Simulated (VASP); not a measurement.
The system is SnSe.

```
CELL_PARAMETERS angstrom
0.00000 3.01000 3.01000
3.01000 0.00000 3.01000
3.01000 3.01000 0.00000
ATOMIC_POSITIONS crystal
Sn 0.00000 0.00000 0.00000
Se 0.50000 0.50000 0.50000
```

Base run:

| Item | Value |
| --- | --- |
| Program | VASP 6.6.1 |
| Functional | PBE |
| Potentials or basis | VASP PAW PBE potentials, release 64 (Sn_d, Se) |
| Cutoff | 520 eV |
| k mesh | 5 × 5 × 5 |
| Occupations | fermi-dirac, width 0.03 eV |
| Spin | no spin polarisation |

Its results: pressure 0.7 GPa.

**Question.** The run is repeated on the same cell with these changes: k mesh from 5 × 5 × 5 to 3 × 3 × 3. What comes out?

**Answer.** Pressure -0.6 GPa.

Caveats: some runs use coarse meshes.
